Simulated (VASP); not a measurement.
Set up this calculation in VASP 6.6.1, as the native input.

- Task: relaxation of cell and atoms
- Functional: PBE
- Potentials or basis: VASP PAW PBE potentials, release 64 (Cu)
- Cutoff: 600 eV
- k mesh: 8 × 8 × 8
- Occupations: gaussian, width 0.1 eV
- Spin: no spin polarisation
- Dipole correction: no
- Further INCAR settings: ALGO = Fast; EDIFF = 1e-06; IBRION = 2; EDIFFG = -0.04; NSW = 90; ISIF = 3

The structure of Cu lies in POSCAR:

```
Cu
1.0
    0.0000000000      2.1581275598      4.5743712908
    1.2791035583      0.0000000000      4.5743712908
    1.2791035583      2.1581275598      0.0000000000
Cu
2
Direct
    0.1324006566      0.1324006566      0.8675993434
    0.8675993434      0.8675993434      0.1324006566
```

These files were run (other wordings do the same):

INCAR

```
SYSTEM = Cu
ALGO = Fast
EDIFF = 1E-6
EDIFFG = -0.04
ENCUT = 600
GGA = PE
IBRION = 2
ISIF = 3
ISMEAR = 0
LASPH = .TRUE.
LCHARG = .FALSE.
LREAL = .FALSE.
LWAVE = .FALSE.
NELM = 100
NSW = 90
PREC = Accurate
SIGMA = 0.1
```

KPOINTS

```
k-points
0
G
  8 8 8
  0 0 0
```

Potentials or basis: VASP PAW PBE potentials, release 64 (Cu).

Launch:

```console
$ cat potpaw_PBE.64/Cu/POTCAR > POTCAR
$ mpirun -np 1 vasp_std > vasp.out
```

It gave:

```
Relaxed volume                         : 12.62 Å³/atom
Relaxed cell                           : a = 5.055 Å, b = 4.766 Å, c = 2.488 Å, α = 81.87°, β = 68.97°, γ = 29.16°
Space group after relaxing (to 0.05 Å) : Fmmm (No. 69)
Energy gained by relaxing              : 1.7 meV/atom
Ionic steps                            : 10
Pressure after relaxing                : -0.1 GPa
Largest force after relaxing           : 0.024 eV/Å
Band gap on the k mesh                 : zero (band 11 reaches 10.94 eV, above the bottom of band 12 at 5.11 eV)
```

Caveat: the k points lie up to 0.37 Å⁻¹ apart in the final cell.

Run time: 7.3 min on 1 thread of AMD EPYC 9R45 (Zen 5), on a shared host, peak memory 0.18 GiB.
